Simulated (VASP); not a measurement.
# W3S in VASP: a series of runs

W3S is run at these levels: PBE; tasks: single point.

Program: VASP 6.6.1. These are calculated values, not measurements. Logs are shortened: lines on timing, memory, paths and dates and some standing lists are left out, and cuts for length are marked.

### 1 The cell of the first run

The cell holds a slab with vacuum, 4 atoms: a = 2.855 Å, b = 2.855 Å, c = 20.197 Å, α = 90.00°, β = 90.00°, γ = 120.00°.

### 2 Single point, PBE

File INCAR:

```
SYSTEM = W3S
ALGO = Normal
DIPOL = 0.5 0.5 0.365
EDIFF = 1E-6
ENCUT = 520
GGA = PE
IDIPOL = 3
ISIF = 2
ISMEAR = 0
LASPH = .TRUE.
LCHARG = .TRUE.
LDIPOL = .TRUE.
LELF = .TRUE.
LREAL = .FALSE.
LVACPOTAV = .TRUE.
LVHAR = .TRUE.
LWAVE = .FALSE.
NBANDS = 32
NELM = 80
PREC = Accurate
SIGMA = 0.1
```

File KPOINTS:

```
k-points
0
G
  9 9 1
  0 0 0
```

File POSCAR:

```
W3S
1.0
    2.8547213223      0.0000000000      0.0000000000
   -1.4273606611      2.4722611858      0.0000000000
    0.0000000000      0.0000000000     20.1973423488
W S
3 1
Direct
    0.6666666667      0.3333333333      0.1980458583
    0.3333333333      0.6666666667      0.3143385345
    0.0000000000      0.0000000000      0.4306181575
    0.3333333333      0.6666666667      0.5153089387
```

Potentials or basis: VASP PAW PBE potentials, release 64 (W_sv, S).

On the command line:

```sh
> cat potpaw_PBE.64/W_sv/POTCAR potpaw_PBE.64/S/POTCAR > POTCAR
> mpirun -np 1 vasp_std > vasp.out
```

OUTCAR:

```text
SYSTEM = W3S
   EDIFF = 1E-6
   ENCUT = 520
   GGA = PE
   ISIF = 2
   ISMEAR = 0
   LASPH = .TRUE.
   LREAL = .FALSE.
   NELM = 80
   PREC = Accurate

 ion  position               nearest neighbor table
   1  0.667  0.333  0.198-   2 2.87   2 2.87   2 2.87
   2  0.333  0.667  0.314-   3 2.87   3 2.87   3 2.87   1 2.87   1 2.87   1 2.87
   3  0.000  0.000  0.431-   4 2.38   4 2.38   4 2.38   2 2.87   2 2.87   2 2.87
   4  0.333  0.667  0.515-   3 2.38   3 2.38   3 2.38

  LATTYP: Found a hexagonal cell.
 ALAT       =     2.8547213223
 C/A-ratio  =     7.0750662038

  Lattice vectors:

 A1 = (   2.8547213223,   0.0000000000,   0.0000000000)
 A2 = (  -1.4273606611,   2.4722611858,   0.0000000000)
 A3 = (   0.0000000000,   0.0000000000,  20.1973423488)

Analysis of symmetry for initial positions (statically):
=====================================================================
 Subroutine PRICEL returns:
 Original cell was already a primitive cell.

 Routine SETGRP: Setting up the symmetry group for a
 hexagonal supercell.

 Subroutine GETGRP returns: Found  6 space group operations
 (whereof  6 operations were pure point group operations)
 out of a pool of 24 trial point group operations.

The static configuration has the point symmetry C_3v.

Analysis of symmetry for dynamics (positions and initial velocities):
=====================================================================
 Subroutine PRICEL returns:
 Original cell was already a primitive cell.

 Routine SETGRP: Setting up the symmetry group for a
 hexagonal supercell.

 Subroutine GETGRP returns: Found  6 space group operations
 (whereof  6 operations were pure point group operations)
 out of a pool of 24 trial point group operations.

The dynamic configuration has the point symmetry C_3v.

 Subroutine INISYM returns: Found  6 space group operations
 (whereof  6 operations are pure point group operations),
 and found     1 'primitive' translations

----------------------------------------------------------------------------------------

                                     Primitive cell

  volume of cell :     142.5451

  direct lattice vectors                    reciprocal lattice vectors
     2.854721322  0.000000000  0.000000000     0.350296890  0.202244004  0.000000000
    -1.427360661  2.472261186  0.000000000     0.000000000  0.404488007  0.000000000
     0.000000000  0.000000000 20.197342349     0.000000000  0.000000000  0.049511465

  length of vectors
     2.854721322  2.854721322 20.197342349     0.404488007  0.404488007  0.049511465

  position of ions in fractional coordinates (direct lattice)
     0.666666667  0.333333333  0.198045858
     0.333333333  0.666666667  0.314338535
     0.000000000  0.000000000  0.430618157
     0.333333333  0.666666667  0.515308939

  ion indices of the primitive-cell ions
   primitive index   ion index
                 1           1
                 2           2
                 3           3
                 4           4

----------------------------------------------------------------------------------------

 KPOINTS: k-points

Automatic generation of k-mesh.
 Grid dimensions read from file:
 generate k-points for:    9    9    1

 Generating k-lattice:

  Cartesian coordinates                     Fractional coordinates (reciprocal lattice)
     0.038921877  0.022471556  0.000000000     0.111111111 -0.000000000  0.000000000
     0.000000000  0.044943112  0.000000000     0.000000000  0.111111111  0.000000000
     0.000000000  0.000000000  0.049511465     0.000000000  0.000000000  1.000000000

  Length of vectors
     0.044943112  0.044943112  0.049511465

  Shift w.r.t. Gamma in fractional coordinates (k-lattice)
     0.000000000  0.000000000  0.000000000

 Subroutine IBZKPT returns following result:
 ===========================================

 Found     12 irreducible k-points:

 Following reciprocal coordinates:
            Coordinates               Weight
  0.000000  0.000000  0.000000      1.000000
  0.111111  0.000000  0.000000      6.000000
  0.222222  0.000000  0.000000      6.000000
  0.333333  0.000000  0.000000      6.000000
  0.444444  0.000000  0.000000      6.000000
  0.111111  0.111111  0.000000      6.000000
  0.222222  0.111111  0.000000     12.000000
  0.333333  0.111111  0.000000     12.000000
  0.444444  0.111111  0.000000      6.000000
  0.222222  0.222222  0.000000      6.000000
  0.333333  0.222222  0.000000     12.000000
  0.333333  0.333333  0.000000      2.000000
   k-points           NKPTS =     12   k-points in BZ     NKDIM =     12   number of bands    NBANDS=     32
   number of dos      NEDOS =    301   number of ions     NIONS =      4
   total plane-waves  NPLWV =  86400
   dimension x,y,z NGX =    24 NGY =   24 NGZ =  150
   dimension x,y,z NGXF=    48 NGYF=   48 NGZF=  300
   ions per type =               3   1
   NGX,Y,Z   is equivalent  to a cutoff of  13.98, 13.98, 12.35 a.u.
   NGXF,Y,Z  is equivalent  to a cutoff of  27.95, 27.95, 24.69 a.u.
 SYSTEM =  W3S
   PREC   = accura    normal or accurate (medium, high low for compatibility)
   ISTART =      0    job   : 0-new  1-cont  2-samecut
   ICHARG =      2    charge: 1-file 2-atom 10-const
   ISPIN  =      1    spin polarized calculation?
   LNONCOLLINEAR =      F non collinear calculations
   LSORBIT =      F    spin-orbit coupling
   LASPH  =      T    aspherical Exc in radial PAW
   ENCUT  =  520.0 eV  38.22 Ry    6.18 a.u.   5.31  5.31 37.55*2*pi/ulx,y,z
   NELM   =     80;   NELMIN=  2; NELMDL= -5     # of ELM steps
   EDIFF  = 0.1E-05   stopping-criterion for ELM
   LREAL  =      F    real-space projection
   EDIFFG = 0.1E-04   stopping-criterion for IOM
   NSW    =      0    number of steps for IOM
   IBRION =     -1    ionic relax: 0-MD 1-quasi-New 2-CG
   NFREE  =      0    steps in history (QN), initial steepest desc. (CG)
   ISIF   =      2    stress and relaxation
   ISYM   =      2    0-nonsym 1-usesym 2-fastsym
   POTIM  = 0.5000    time-step for ionic-motion
   TEBEG  =    0.0;   TEEND  =   0.0 temperature during run
   PSTRESS=    0.0 pullay stress
   NELECT =      48.0000    total number of electrons
   NUPDOWN=      -1.0000    fix difference up-down
   EMIN   =  10.00;   EMAX   =-10.00  energy-range for DOS
   EFERMI =   0.00;   METHOD = LEGACY
   ISMEAR =     0;   SIGMA  =   0.10  broadening in eV -4-tet -1-fermi 0-gaus
   EFERMI_NEDOS =   21; number of points for ismear=-14 and -15
   IALGO  =     38    algorithm
   IMIX   =      4    mixing-type and parameters
     AMIX     =   0.40;   BMIX     =  1.00
     AMIX_MAG =   1.60;   BMIX_MAG =  1.00
  volume/ion in A,a.u.               =      35.64       240.49
  Fermi-wavevector in a.u.,A,eV,Ry     =   1.138950  2.152303 17.649559  1.297206
  Thomas-Fermi vector in A             =   2.275653
   LORBIT       =      0    0 simple, 1 ext, 2 COOP (PROOUT), +10 PAW based schemes
   GGA     = PE    functional components
   LHFCALC =     F    Hartree Fock is set to
   AEXX    =    0.0000 exact exchange contribution
   IVDW    =     0    specifies the selected vdW correction
   LEPSILON=     F    determine dielectric tensor
   LRPA    =     F    only Hartree local field effects (RPA)
 non-spin polarized calculation
 Gauss-broadening in eV      SIGMA  =   0.10
  energy-cutoff  :      520.00
  volume of cell :      142.55
 maximum number of plane-waves:      3867
 NGX is ok and might be reduce to    24
   NGX = 11   NGY = 11   NGZ = 75

 dipolmoment           0.000000      0.000000      0.000638 electrons x Angstroem

 number of electron      48.0000001 magnetization

 dipolmoment           0.000000      0.000000     -0.008362 electrons x Angstroem

 Free energy of the ion-electron system (eV)
  ---------------------------------------------------
  ext. energy  EPLUGINS =         0.00000000
  ---------------------------------------------------
  free energy    TOTEN  =       -41.26886593 eV

  energy without entropy =      -41.25157387  energy(sigma->0) =      -41.26021990

 E-fermi :   1.8153     XC(G=0):  -6.5548

 val. band max:        1.7560079852   @ k =   0.1111   0.0000   0.0000
 cond. band min:       1.8594085156   @ k =   0.1111   0.1111   0.0000
 fundamental gap:      0.1034005304
 Fermi energy:         1.8152857419

 k-point     1 :       0.0000    0.0000    0.0000
  band No.  band energies     occupation
      1     -72.0930      2.00000
      2     -71.9750      2.00000
      3     -71.9263      2.00000
      4     -36.6990      2.00000
      5     -36.3657      2.00000
      6     -35.9194      2.00000
[... 24 lines left out ...]
     31       5.4523      0.00000
     32       5.4523      0.00000

 k-point     2 :       0.1111    0.0000    0.0000
  band No.  band energies     occupation
      1     -72.0842      2.00000
      2     -71.9660      2.00000
      3     -71.9198      2.00000
      4     -36.6665      2.00000
      5     -36.3595      2.00000
      6     -36.0444      2.00000
[... 24 lines left out ...]
     31       5.2026      0.00000
     32       5.4706      0.00000

 k-point     3 :       0.2222    0.0000    0.0000
  band No.  band energies     occupation
      1     -72.0617      2.00000
      2     -71.9426      2.00000
      3     -71.9036      2.00000
      4     -36.5860      2.00000
      5     -36.3822      2.00000
      6     -36.2934      2.00000
[... 24 lines left out ...]
     31       5.4278      0.00000
     32       5.4477      0.00000

 k-point     4 :       0.3333    0.0000    0.0000
  band No.  band energies     occupation
      1     -72.0361      2.00000
      2     -71.9148      2.00000
      3     -71.8863      2.00000
      4     -36.6527      2.00000
      5     -36.5164      2.00000
      6     -36.4040      2.00000
[... 234 lines left out ...]
     31       6.5167      0.00000
     32       7.3032      0.00000

 k-point    11 :       0.3333    0.2222    0.0000
  band No.  band energies     occupation
      1     -72.0119      2.00000
      2     -71.8853      2.00000
      3     -71.8734      2.00000
      4     -36.7234      2.00000
      5     -36.5321      2.00000
      6     -36.4141      2.00000
[... 24 lines left out ...]
     31       6.7697      0.00000
     32       8.5977      0.00000

 k-point    12 :       0.3333    0.3333    0.0000
  band No.  band energies     occupation
      1     -72.0074      2.00000
      2     -71.8775      2.00000
      3     -71.8733      2.00000
      4     -36.6189      2.00000
      5     -36.5656      2.00000
      6     -36.4403      2.00000
[... 24 lines left out ...]
     31       6.6286      0.00000
     32       8.3014      0.00000

------------------------ aborting loop because EDIFF is reached ----------------------------------------

  FORCE on cell =-STRESS in cart. coord.  units (eV):
  Direction    XX          YY          ZZ          XY          YZ          ZX
  --------------------------------------------------------------------------------------
  -------------------------------------------------------------------------------------
  Total        1.2447899      1.2447899      1.8289191      0.0000000      0.0000000      0.0000000
  in kB       13.9911795     13.9911795     20.5566704      0.0000000      0.0000000      0.0000000
  external PRESSURE =      16.1796765 kB  Pullay stress =       0.0000000 kB

 VOLUME and BASIS-vectors are now :
 -----------------------------------------------------------------------------
  energy-cutoff  :      520.00
  volume of cell :      142.55
      direct lattice vectors                 reciprocal lattice vectors
     2.854721322  0.000000000  0.000000000     0.350296890  0.202244004  0.000000000
    -1.427360661  2.472261186  0.000000000     0.000000000  0.404488007  0.000000000
     0.000000000  0.000000000 20.197342349     0.000000000  0.000000000  0.049511465

 POSITION                                       TOTAL-FORCE (eV/Angst)
 -----------------------------------------------------------------------------------
      1.42736      0.82409      4.00000         0.000000     -0.000000     -0.246755
     -0.00000      1.64817      6.34880        -0.000000      0.000000     -0.303371
      0.00000      0.00000      8.69734         0.000000      0.000000      0.550326
     -0.00000      1.64817     10.40787        -0.000000      0.000000     -0.000200
 -----------------------------------------------------------------------------------
    total drift:                                0.000000     -0.000000      0.000390

  FREE ENERGIE OF THE ION-ELECTRON SYSTEM (eV)
  ---------------------------------------------------
  free  energy   TOTEN  =       -41.2688659347 eV

  energy  without entropy=      -41.2515738692  energy(sigma->0) =      -41.26021990

 vacuum level on the upper side and lower side of the slab         6.727         6.939
```

Run time: 3.2 min. Hardware: 1 thread of Intel Xeon 8259CL, shared host; peak memory 0.29 GiB.

Results:

- Free energy: -41.2689 eV
- Largest force: 0.550 eV/Å
- Band gap on the k mesh: zero (band 24 reaches 2.16 eV, above the bottom of band 25 at 1.71 eV)

Forces in eV/Å, atoms in the order of the input:
```
W    0.000  0.000 -0.247
W    0.000  0.000 -0.303
W    0.000  0.000  0.550
S    0.000  0.000  0.000
```

Caveat: spin-orbit coupling is left out, which moves the levels of the heavy elements.

### 3 Single point, PBE

File INCAR:

```
ALGO = Normal
DIPOL = 0.5 0.5 0.364
EDIFF = 1E-7
ENCUT = 520
GGA = PE
IDIPOL = 3
ISIF = 2
ISMEAR = 0
LASPH = T
LCHARG = F
LDIPOL = T
LREAL = F
LWAVE = F
NBANDS = 32
NELM = 60
PREC = Accurate
SIGMA = 0.1
```

File KPOINTS:

```
k-points
0
Gamma
  9 9 1
```

Edit POSCAR of step 2 so:

```diff
@@ -11,2 +11,2 @@
     0.0000000000      0.0000000000      0.4306181575
-    0.3333333333      0.6666666667      0.5153089387
+    0.6666666667      0.3333333333      0.5148969691
```

Potentials or basis: VASP PAW PBE potentials, release 64 (W_sv, S).

On the command line:

```sh
> cat potpaw_PBE.64/W_sv/POTCAR potpaw_PBE.64/S/POTCAR > POTCAR
> mpirun -np 1 vasp_std > vasp.out
```

Wall time 2.9 min (1 thread of Intel Xeon 8259CL, shared host); peak memory 0.29 GiB.

It converged, with:

```yaml
Free_energy: -41.2293 eV
Largest_force: 0.687 eV/Å
Band_gap_on_the_k_mesh: zero (band 24 reaches 2.13 eV, above the bottom of band 25 at 1.87 eV)
```

Forces in eV/Å, atoms in the order of the input:
```
W    0.000  0.000 -0.355
W    0.000  0.000 -0.313
W    0.000  0.000  0.687
S    0.000  0.000 -0.019
```

Levels at points of the mesh, in eV from the Fermi level:
```csv
k point,band 22,band 23,band 24,band 25,band 26,band 27
"(0.00, 0.00, 0.00)",-0.72,-0.72,-0.10,-0.10,0.16,0.85
```

Caveat: spin-orbit coupling is left out, which moves the levels of the heavy elements.
